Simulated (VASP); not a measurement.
Input of a VASP 6.6.1 run:

Contents of INCAR:

```
PREC = Accurate
ENCUT = 520
EDIFF = 1E-7
ISMEAR = 0
SIGMA = 0.1
LREAL = F
LASPH = T
NELM = 60
ALGO = Fast
ISIF = 2
LWAVE = F
LCHARG = F
GGA = PE
NBANDS = 11
```

File KPOINTS:

```
Automatic mesh
0
Gamma
  10 10 10
```

POSCAR

```
Ba
1.0
    4.0738435075      0.0000000000     -0.0504755830
    0.0000000000      3.7589510630      0.0000000000
   -0.0455019022      0.0000000000      3.5236211539
Ba
1
Direct
    0.5000000000      0.5000000000      0.5000000000
```

Potentials or basis: VASP PAW PBE potentials, release 64 (Ba_sv).

Launch:

```bash
$ cat potpaw_PBE.64/Ba_sv/POTCAR > POTCAR
$ mpirun -np 1 vasp_std > vasp.out
```

(1) What does it give for the pressure?

(2) What does it give for the band gap on the k mesh?

## Answers

(1) 1.6 GPa.

(2) zero (bands 5 and 6 overlap by 0.52 eV).

Caveat: the cell differs from its parent crystal (strained); spin-orbit coupling is left out, which moves the levels of the heavy elements.
